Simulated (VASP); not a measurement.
Write the native input for VASP 6.6.1 that does the following.

```
Task                   : relaxation of cell and atoms
Functional             : PBE
Potentials or basis    : VASP PAW PBE potentials, release 64 (Pb_d, O)
Cutoff                 : 600 eV
k mesh                 : 8 × 8 × 8
Occupations            : fermi-dirac, width 0.02 eV
Spin                   : no spin polarisation
Dipole correction      : no
Further INCAR settings : ALGO = Normal; EDIFF = 1e-07; IBRION = 2; EDIFFG = -0.005; NSW = 80; ISIF = 3
```

The structure of PbO lies in POSCAR:

```
PbO
1.0
    0.0000000000      2.3326105576      2.3326105576
    2.3326105576      0.0000000000      2.3326105576
    2.3326105576      2.3326105576      0.0000000000
Pb O
1 1
Direct
    0.0000000000      0.0000000000      0.0000000000
    0.2500000000      0.2500000000      0.2500000000
```

These files were run (other wordings do the same):

INCAR

```
SYSTEM = PbO
  ALGO = Normal
  EDIFF = 1E-7
  EDIFFG = -0.005
  ENCUT = 600
  GGA = PE
  IBRION = 2
  ISIF = 3
  ISMEAR = -1
  LASPH = .TRUE.
  LCHARG = .FALSE.
  LREAL = .FALSE.
  LWAVE = .FALSE.
  NELM = 100
  NSW = 80
  PREC = Accurate
  SIGMA = 0.02
```

KPOINTS

```
k-points
0
G
  8 8 8
  0 0 0
```

Potentials or basis: VASP PAW PBE potentials, release 64 (Pb_d, O).

Run with:

```bash
$ cat potpaw_PBE.64/Pb_d/POTCAR potpaw_PBE.64/O/POTCAR > POTCAR
$ mpirun -np 1 vasp_std > vasp.out
```

It gave:

```yaml
Relaxed_volume: 22.17 Å³/atom
Relaxed_cell: a = 3.973 Å, b = 3.973 Å, c = 3.973 Å, α = 60.00°, β = 60.00°, γ = 60.00°
Space_group_after_relaxing_to_0.1_Å: F-43m (No. 216)
Energy_gained_by_relaxing: 2227.3 meV/atom
Ionic_steps: 5
Pressure_after_relaxing: 0.0 GPa
Band_gap_on_the_k_mesh: 0.46 eV (least direct gap 0.64 eV)
```

Caveat: the volume moved by over 15 % at a fixed basis, so the end points are rough; the structure was generated, so it needn't be the stable form of PbO; spin-orbit coupling is left out, which moves the levels of the heavy elements.

Wall time 3 min on 1 thread of AMD EPYC 7R13, with other jobs on the host, peak memory 0.14 GiB.
